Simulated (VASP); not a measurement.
Runs of VASP 6.6.1 on EuS. The structure is that of space group Fm-3m (No. 225), or close to it. The cells are those of the table. 

| task | level | spin | cell | k mesh | cutoff (eV) | grid for exact exchange (PRECFOCK) | share of exact exchange | gap on the mesh (eV) | pressure (GPa) | moment (μB) |
| --- | --- | --- | --- | --- | --- | --- | --- | --- | --- | --- |
| single point | r2SCAN50 | collinear, ferromagnetic start | a = 4.212 Å, angles 60.0°, 2 atoms | 4 × 4 × 4 | 800 | Normal | 0.5 | (c) | 0.8 | 7.00 |
| single point | PBEsol | collinear, ferromagnetic start | a = 4.050 Å, angles 60.0°, 2 atoms | 8 × 8 × 8 | 600 | - | - | none | (a) | 6.91 |
| relaxation of cell and atoms | PBEsol | collinear, ferromagnetic start | relaxed from a = 4.212 Å, angles 60.0°, 2 atoms | 8 × 8 × 8 | 600 | - | - | none | 0.0 | (d) |
| single point | PBE0 | collinear, ferromagnetic start | a = 4.227 Å, angles 60.0°, 2 atoms | 4 × 4 × 4 | 520 | Normal | 0.25 | 1.29 | -0.7 | 7.00 |
| single point | HF | collinear, ferromagnetic start | a = 4.268 Å, angles 60.0°, 2 atoms | 4 × 4 × 4 | 520 | Normal | 1 | 7.83 | (b) | 7.00 |
| single point | B3LYP | collinear, ferromagnetic start | a = 4.283 Å, angles 60.0°, 2 atoms | 4 × 4 × 4 | 520 | Normal | 0.2 | 1.18 | -0.5 | 7.00 |
| single point | LDA | non-collinear, typed start, SOC | a = 4.212 Å, angles 60.0°, 2 atoms | 6 × 6 × 6 | 600 | - | - | - | -7.7 | 6.88 |
| single point | HF | collinear, ferromagnetic start | a = 4.155 Å, angles 60.0°, 2 atoms | 4 × 4 × 4 | 520 | Normal | 1 | 8.35 | 12.5 | 7.00 |

Alike in all rows: potentials or basis VASP PAW PBE potentials, release 64 (Eu, S); smearing fermi-dirac 0.05 eV.

Problem. Fill in the values left out.

Solution. (a) -0.3; (b) 5.9; (c) 4.04; (d) 6.90.

Caveats: some runs use coarse meshes; the PAW data sets were made with another functional, which shifts forces and pressure a little; a cell with one magnetic atom can't hold antiferromagnetic order, which such compounds often take; spin-orbit coupling is left out, which moves the levels of the heavy elements (at least some runs); semilocal functionals describe open f shells poorly, which spoils levels, moments and volumes (at least some runs); the cell stands under tension (at least some runs).

A k mesh can miss the band edges, and rows without SOC leave out spin-orbit coupling on Eu.

A gap of «none» marks levels without a gap at the run's occupations.
